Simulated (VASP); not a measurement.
The system is NaF.

```
Na F
1.0
     0.00000    2.28589    2.28589
     2.28589    0.00000    2.28589
     2.28589    2.28589    0.00000
Na F
1 1
Direct
  0.00000 0.00000 0.00000
  0.50000 0.50000 0.50000
```

* Program: VASP 6.6.1
* Task: relaxation of cell and atoms
* Functional: PBE
* Potentials or basis: VASP PAW PBE potentials, release 64 (Na_pv, F)
* Cutoff: 600 eV
* k mesh: 8 × 8 × 8
* Occupations: fermi-dirac, width 0.02 eV
* Spin: no spin polarisation

At the start: pressure 4.3 GPa; volume 11.94 Å³/atom.

Question: How do energy, volume and symmetry change on relaxing?

Answer: Over 5 steps the energy falls by 12.6 meV/atom and the volume is 12.95 Å³/atom (+8.4 %); space group Fm-3m (No. 225, to 0.05 Å).

The path:
| step | energy change (eV) | largest force (eV/Å) | pressure (GPa) | volume (Å³) |
| --- | --- | --- | --- | --- |
| 1 | 0.0000 | 0.0000 | 4.34 | 23.89 |
| 2 | -0.0209 | 0.0000 | 1.67 | 25.03 |
| 3 | -0.0250 | 0.0000 | -0.45 | 26.09 |
| 4 | -0.0252 | 0.0000 | 0.10 | 25.86 |
| 5 | -0.0252 | 0.0000 | -0.06 | 25.90 |

Final structure:
```
Na F
1.0
     0.00000    2.34827    2.34827
     2.34827    0.00000    2.34827
     2.34827    2.34827    0.00000
Na F
1 1
Direct
  0.00000 0.00000 0.00000
  0.50000 0.50000 0.50000
```
